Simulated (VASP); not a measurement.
Runs of VASP 6.6.1 on ZnS. The structure is that of space group F-43m (No. 216), or close to it. The cells are those of the table. 

```csv
cell,gap on the mesh (eV),pressure (GPa)
"a = 3.849 Å, angles 60.0°, 2 atoms",(b),0.2
"a = 3.797 Å, angles 60.0°, 2 atoms",2.20,3.3
"a = 3.744 Å, angles 60.0°, 2 atoms",2.39,7.1
"a = 3.573 Å, angles 60.0°, 2 atoms",2.87,25.7
"a = 3.689 Å, angles 60.0°, 2 atoms",2.59,12.0
"a = 3.900 Å, angles 60.0°, 2 atoms",(c),(a)
"a = 3.632 Å, angles 60.0°, 2 atoms",2.81,18.1
```

Alike in all rows: task single point; level PBE; potentials or basis VASP PAW PBE potentials, release 64 (Zn, S); no spin polarisation; k mesh 8 × 8 × 8; cutoff (eV) 520; smearing gaussian 0.05 eV.

Question: Fill in the values left out.

Answer: (a) -2.4; (b) 2.02; (c) 1.85.

A k mesh can miss the band edges.
